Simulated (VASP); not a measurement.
Wanted: the native input for a VASP 6.6.1 run.

* Task: single point
* Functional: r2SCAN
* Potentials or basis: VASP PAW PBE potentials, release 64 (Si, C)
* Cutoff: 520 eV
* k mesh: 12 × 12 × 12
* Occupations: gaussian, width 0.05 eV
* Spin: no spin polarisation
* Dipole correction: no
* Further INCAR settings: ALGO = Normal; EDIFF = 1e-06; NBANDS = 11

SiC:

```
Si C
1.0
     0.00000    2.17400    2.17400
     2.17400    0.00000    2.17400
     2.17400    2.17400    0.00000
Si C
1 1
Direct
  0.00000 0.00000 0.00000
  0.75000 0.75000 0.75000
```

One way to write it, as run:

POSCAR

```
SiC
1.0
    0.0000000000      2.1740000000      2.1740000000
    2.1740000000      0.0000000000      2.1740000000
    2.1740000000      2.1740000000      0.0000000000
Si C
1 1
Direct
    0.0000000000      0.0000000000      0.0000000000
    0.7500000000      0.7500000000      0.7500000000
```

INCAR.step1

```
PREC = Accurate
ENCUT = 520
ISMEAR = 0
SIGMA = 0.05
LREAL = False
LASPH = True
NELM = 100
NBANDS = 11
GGA = PE
ALGO = Normal
EDIFF = 1E-4
LWAVE = True
LCHARG = False
```

INCAR.step2

```
PREC = Accurate
ENCUT = 520
EDIFF = 1E-6
ISMEAR = 0
SIGMA = 0.05
LREAL = False
LASPH = True
NELM = 100
ALGO = Normal
ISIF = 2
LWAVE = False
LCHARG = True
METAGGA = R2SCAN
LMIXTAU = True
LELF = True
LVHAR = True
NBANDS = 11
ISTART = 1
```

KPOINTS

```
Automatic mesh
0
Gamma
  12 12 12
```

Potentials or basis: VASP PAW PBE potentials, release 64 (Si, C).

Command:

```console
$ cat potpaw_PBE.64/Si/POTCAR potpaw_PBE.64/C/POTCAR > POTCAR
$ cp INCAR.step1 INCAR
$ mpirun -np 1 vasp_std > vasp.out
$ cp INCAR.step2 INCAR
$ mpirun -np 1 vasp_std > vasp.out
```

It gave:

```
Pressure               : 1.1 GPa
Band gap on the k mesh : 1.72 eV, indirect (least direct gap 5.07 eV)
```

Caveat: the PAW data sets were made with another functional, which shifts forces and pressure a little.

It took 17 s on 1 thread of Intel(R) Xeon(R) 6975P-C (Granite Rapids), with other jobs on the host, peak memory 0.14 GiB.
